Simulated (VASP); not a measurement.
Input of a VASP 6.6.1 run:

File INCAR:

```
SYSTEM = PbS
PREC = Accurate ; ENCUT = 520
EDIFF = 1E-8 ; ISMEAR = -1
SIGMA = 0.01 ; LREAL = .FALSE.
LASPH = .TRUE. ; NELM = 60
ALGO = Normal ; ISIF = 2
LWAVE = .FALSE. ; LCHARG = .FALSE.
GGA = PE ; LEFG = .TRUE.
NBANDS = 28
```

KPOINTS

```
regular mesh
0
G
  7 7 3
  0 0 0
```

Contents of POSCAR:

```
PbS
1.0
    2.8816900000     -2.8420000000      0.0000000000
    2.8816900000      2.8420000000      0.0000000000
   -1.0584490000      0.0000000000     11.7092900000
Pb S
2 2
Direct
    0.7756000000      0.7756000000      0.6363800000
    0.2244000000      0.2244000000      0.3636200000
    0.2684000000      0.2684000000      0.5986000000
    0.7316000000      0.7316000000      0.4014000000
```

Potentials or basis: VASP PAW PBE potentials, release 64 (Pb_d, S).

Command:

```console
$ cat potpaw_PBE.64/Pb_d/POTCAR potpaw_PBE.64/S/POTCAR > POTCAR
$ mpirun -np 1 vasp_std > vasp.out
```

Task: Estimate the largest force.

Result: 0.184 eV/Å.

Task: What does it give for the band gap on the k mesh?

Result: 1.07 eV (least direct gap 1.09 eV).

Forces in eV/Å, atoms in the order of the input:
```
Pb  -0.002  0.000 -0.184
Pb   0.002  0.000  0.184
S   -0.003  0.000 -0.102
S    0.003  0.000  0.102
```

Caveat: the cell differs from its parent crystal (equal xx and yy strain of -2 %); there is no dipole correction, which matters where the two faces differ; without QUAD_EFG the Cq values of the log hold for a quadrupole moment of 1 mb, not for the nuclei; spin-orbit coupling is left out, which moves the levels of the heavy elements.
